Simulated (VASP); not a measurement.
# Zn (C2/m) in VASP: a series of runs, part 2 of 2

VASP 6.6.1.

## Step 3: Single point, PBEsol (strain +0.0100 x Voigt [0, 0, 0, 1, 0, 0])

File INCAR:

```
SYSTEM = Zn
  PREC = Accurate
  ENCUT = 520
  EDIFF = 1E-7
  ISMEAR = 0
  SIGMA = 0.15
  LREAL = .False.
  LASPH = .True.
  NELM = 60
  ALGO = Fast
  ISIF = 2
  LWAVE = .False.
  LCHARG = .False.
  GGA = PS
  NBANDS = 19
```

File KPOINTS:

```
regular mesh
0
Gamma
  24 24 10
  0 0 0
```

File POSCAR:

```
Zn
1.0
    2.6647980532      0.0000000000      0.0000000000
   -1.3323990266      2.3077828100      0.0115389141
    0.0000000000      0.0247335000      4.9467000000
Zn
2
Direct
    0.3333333333      0.6666666667      0.2500000000
    0.6666666667      0.3333333333      0.7500000000
```

Potentials or basis: VASP PAW PBE potentials, release 64 (Zn).

Started as:

```
cat potpaw_PBE.64/Zn/POTCAR > POTCAR
mpirun -np 1 vasp_std > vasp.out
```

OUTCAR:

```text
SYSTEM = Zn
   PREC = Accurate
   ENCUT = 520
   EDIFF = 1E-7
   ISMEAR = 0
   LREAL = .False.
   LASPH = .True.
   NELM = 60
   ISIF = 2
   GGA = PS

 ion  position               nearest neighbor table
   1  0.333  0.667  0.250-   2 2.90   2 2.91   2 2.91   2 2.92   2 2.92   2 2.93
   2  0.667  0.333  0.750-   1 2.90   1 2.91   1 2.91   1 2.92   1 2.92   1 2.93

  LATTYP: Found a base centered monoclinic cell.
 ALAT       =     4.6156233142
 B/A-ratio  =     0.5773430525
 C/A-ratio  =     1.0717429687
 COS(beta)  =    -0.0099997500

  Lattice vectors:

 A1 = (  -1.3323990266,  -2.3077828100,  -0.0115389141)
 A2 = (   1.3323990266,  -2.3077828100,  -0.0115389141)
 A3 = (   0.0000000000,   0.0247335000,   4.9467000000)

Analysis of symmetry for initial positions (statically):
=====================================================================
 Subroutine PRICEL returns:
 Original cell was already a primitive cell.

 Routine SETGRP: Setting up the symmetry group for a
 base centered monoclinic supercell.

 Subroutine GETGRP returns: Found  4 space group operations
 (whereof  4 operations were pure point group operations)
 out of a pool of  4 trial point group operations.

[... 162 lines left out ...]

 E-fermi :   2.9483     XC(G=0): -11.7001

 val. band max:        2.9480845832   @ k =  -0.2917   0.0833   0.1000
 cond. band min:       2.9545151339   @ k =   0.0833   0.3333   0.0000
 fundamental gap:      0.0064305506
 Fermi energy:         2.9482778507

 k-point     1 :       0.0000    0.0000    0.0000
  band No.  band energies     occupation
      1      -7.4767      2.00000
      2      -5.6476      2.00000
      3      -4.9420      2.00000
      4      -4.7111      2.00000
      5      -4.7111      2.00000
      6      -4.6609      2.00000
[... 505 lines left out ...]
      6      -4.5564      2.00000
[... 11 lines left out ...]
     18      17.9441      0.00000
     19      17.9758      0.00000

 [... further k-points ...]

------------------------ aborting loop because EDIFF is reached ----------------------------------------

  FORCE on cell =-STRESS in cart. coord.  units (eV):
  Direction    XX          YY          ZZ          XY          YZ          ZX
  --------------------------------------------------------------------------------------
  -------------------------------------------------------------------------------------
  Total       -1.1400690     -1.1399306     -0.5924482      0.0000000     -0.0737736      0.0000000
  in kB      -60.0451258    -60.0378381    -31.2030458      0.0000000     -3.8855079      0.0000000
  external PRESSURE =     -50.4286699 kB  Pullay stress =       0.0000000 kB

 VOLUME and BASIS-vectors are now :
 -----------------------------------------------------------------------------
  energy-cutoff  :      520.00
  volume of cell :       30.42
      direct lattice vectors                 reciprocal lattice vectors
     2.664798053  0.000000000  0.000000000     0.375262958  0.216663586 -0.001083318
    -1.332399027  2.307782810  0.011538914     0.000000000  0.433327173 -0.002166636
     0.000000000  0.024733500  4.946700000     0.000000000 -0.001010800  0.202160026

 POSITION                                       TOTAL-FORCE (eV/Angst)
 -----------------------------------------------------------------------------------
     -0.00000      1.54471      1.24437        -0.000000     -0.000360     -0.000088
      1.33240      0.78781      3.71387         0.000000      0.000360      0.000088
 -----------------------------------------------------------------------------------
    total drift:                                0.000000     -0.000000      0.000000

  FREE ENERGIE OF THE ION-ELECTRON SYSTEM (eV)
  ---------------------------------------------------
  free  energy   TOTEN  =        -3.1403724643 eV

  energy  without entropy=       -3.1364155169  energy(sigma->0) =       -3.13839399
```

OSZICAR:

```text
N       E                     dE             d eps       ncg     rms          rms(c)
DAV:   1     0.112286301951E+03    0.11229E+03   -0.12328E+04 59428   0.199E+03
DAV:   2     0.171307316630E+01   -0.11057E+03   -0.10678E+03 57853   0.294E+02
DAV:   3    -0.340029128552E+01   -0.51134E+01   -0.50924E+01 63752   0.699E+01
DAV:   4    -0.343101880899E+01   -0.30728E-01   -0.30719E-01 62546   0.561E+00
DAV:   5    -0.343105781620E+01   -0.39007E-04   -0.39007E-04 62666   0.181E-01    0.412E+00
RMM:   6    -0.315965695470E+01    0.27140E+00   -0.10363E+00 66454   0.121E+01    0.311E+00
RMM:   7    -0.314772208233E+01    0.11935E-01   -0.31479E-02 68887   0.251E+00    0.157E+00
RMM:   8    -0.314050449237E+01    0.72176E-02   -0.57462E-03 65905   0.597E-01    0.137E-01
RMM:   9    -0.314039978447E+01    0.10471E-03   -0.18035E-03 70347   0.602E-01    0.896E-02
RMM:  10    -0.314037166809E+01    0.28116E-04   -0.14052E-04 69520   0.122E-01    0.512E-03
RMM:  11    -0.314037249254E+01   -0.82445E-06   -0.12594E-05 68691   0.352E-02    0.290E-03
RMM:  12    -0.314037252741E+01   -0.34870E-07   -0.14409E-06 70267   0.144E-02    0.612E-03
RMM:  13    -0.314037246431E+01    0.63103E-07   -0.53928E-07 61685   0.923E-03
   1 F= -.31403725E+01 E0= -.31383940E+01  d E =-.395695E-02
```

stdout:

```text
POSCAR found type information on POSCAR Zn
 POSCAR found :  1 types and       2 ions
 scaLAPACK will be used
 -----------------------------------------------------------------------------
|                                                                             |
|                                                                             |
|     You enforced a specific xc type in the INCAR file but a different       |
[... 31 lines left out ...]
WARNING in EDDRMM: call to ZHEGV failed, returncode =   8  4     18
WARNING in EDDRMM: call to ZHEGV failed, returncode =   8  4     18
WARNING in EDDRMM: call to ZHEGV failed, returncode =   6  3     18
WARNING in EDDRMM: call to ZHEGV failed, returncode =   8  4     18
WARNING in EDDRMM: call to ZHEGV failed, returncode =   8  4     18
WARNING in EDDRMM: call to ZHEGV failed, returncode =   8  4     16
WARNING in EDDRMM: call to ZHEGV failed, returncode =   8  4     17
```

It took 8.9 min on 1 thread of Oxide Virtual Turin-like, shared host; peak memory 0.71 GiB.

Results:

| Quantity | Value |
| --- | --- |
| Free energy | -3.1404 eV |
| Pressure | -5.0 GPa |
| Band gap on the k mesh | zero (bands 12 and 13 overlap by 4.46 eV) |

Caveat: the cell differs from its parent crystal (strain +0.0100 x Voigt [0, 0, 0, 1, 0, 0]); the cell stands under tension; the PAW data sets were made with another functional, which shifts forces and pressure a little.
